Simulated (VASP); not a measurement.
## InP: relaxation of cell and atoms with PBE

The system is InP.

```
In P
1.0
     3.91758    0.00000    0.00000
    -1.95879    3.39273    0.00000
     0.00000    0.00000    9.58769
In P
3 3
Direct
  0.00000 0.00000 0.00000
  0.33333 0.66667 0.33333
  0.66667 0.33333 0.66667
  0.66667 0.33333 0.16667
  0.00000 0.00000 0.50000
  0.33333 0.66667 0.83333
```

```json
{"Program": "VASP 6.6.1", "Task": "relaxation of cell and atoms", "Functional": "PBE", "Potentials or basis": "VASP PAW PBE potentials, release 64 (In_d, P)", "Cutoff": "600 eV", "k mesh": "12 × 12 × 4", "Occupations": "gaussian, width 0.1 eV", "Spin": "no spin polarisation", "Dipole correction": "no", "Further INCAR settings": "ALGO = Normal; EDIFF = 1e-06; IBRION = 2; EDIFFG = -0.005; NSW = 100; ISIF = 3"}
```

| Property | Result |
| --- | --- |
| Pressure after relaxing | 0.0 GPa |
| Band gap on the k mesh | zero (bands 27 and 28 overlap by 1.12 eV) |

Final structure:
```cif
data_structure
_symmetry_space_group_name_H-M 'P 1'
_symmetry_Int_Tables_number 1
_cell_length_a 3.9176
_cell_length_b 3.9176
_cell_length_c 9.5877
_cell_angle_alpha 90.000
_cell_angle_beta 90.000
_cell_angle_gamma 120.000
_cell_volume 127.43
loop_
_atom_site_label
_atom_site_type_symbol
_atom_site_fract_x
_atom_site_fract_y
_atom_site_fract_z
_atom_site_occupancy
In1 In 0.00000 0.00000 0.00000 1
In2 In 0.33333 0.66667 0.33333 1
In3 In 0.66667 0.33333 0.66667 1
P1 P 0.66667 0.33333 0.16667 1
P2 P 0.00000 0.00000 0.50000 1
P3 P 0.33333 0.66667 0.83333 1
```

Levels at points of the mesh, in eV from the Fermi level:
```tsv
k point	band 24	band 25	band 26	band 27	band 28	band 29	band 30	band 31
(0.00, 0.00, 0.00)	-0.02	-0.02	-0.02	-0.02	0.53	2.72	2.72	4.19
(0.50, 0.00, 0.00)	-2.32	-1.58	-1.58	-0.80	-0.80	1.56	1.56	3.85
(0.00, 0.00, 0.50)	-0.22	-0.22	0.15	0.15	2.33	2.33	2.49	3.41
(0.50, 0.00, 0.50)	-1.91	-1.91	-0.40	-0.40	0.15	0.15	2.50	3.41
```

Run time: 6.1 min on 1 thread of Intel(R) Xeon(R) Platinum 8488C (Sapphire Rapids) (shared host), peak memory 0.44 GiB.

Caveat: spin-orbit coupling is left out, which moves the levels of the heavy elements.
